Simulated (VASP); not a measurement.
A run of VASP 6.6.1 is set up as follows.

The input INCAR:

```
SYSTEM = MgB2
PREC     = Accurate       ! precision mode
ENCUT    = 520            ! plane-wave cutoff, eV
EDIFF    = 1E-8           ! SCF threshold, eV
ISMEAR   = -1             ! smearing method
SIGMA    = 0.15           ! smearing width, eV
LREAL    = .FALSE.        ! projectors in reciprocal space
LASPH    = .TRUE.         ! aspherical terms in the spheres
NELM     = 60             ! most SCF steps
ALGO     = Normal         ! electronic algorithm
ISIF     = 2              ! what is computed and relaxed
LWAVE    = .FALSE.        ! write WAVECAR
LCHARG   = .FALSE.        ! write CHGCAR
GGA      = PE             ! functional
IBRION   = 8              ! ionic algorithm
NSW      = 1              ! ionic steps
```

KPOINTS

```
regular mesh
0
G
  15 15 12
  0 0 0
```

File POSCAR:

```
MgB2
1.0
    3.0753138010      0.0000000000      0.0000000000
   -1.5376569005      2.6632998762      0.0000000000
    0.0000000000      0.0000000000      3.5256145404
Mg B
1 2
Direct
    0.0000000000      0.0000000000      0.0000000000
    0.3333333333      0.6666666667      0.5000000000
    0.6666666667      0.3333333333      0.5000000000
```

Potentials or basis: VASP PAW PBE potentials, release 64 (Mg, B).

Command:

```bash
$ cat potpaw_PBE.64/Mg/POTCAR potpaw_PBE.64/B/POTCAR > POTCAR
$ mpirun -np 1 vasp_std > vasp.out
```

Q: What does it give for the highest phonon frequency at Γ, LO-TO splitting left out?

A: 685 cm⁻¹.

Phonon frequencies in cm⁻¹ (negative: imaginary):
```tsv
q point	frequencies
(0.000, 0.000, 0.000)	0 0 0 332 332 398 586 586 685
```
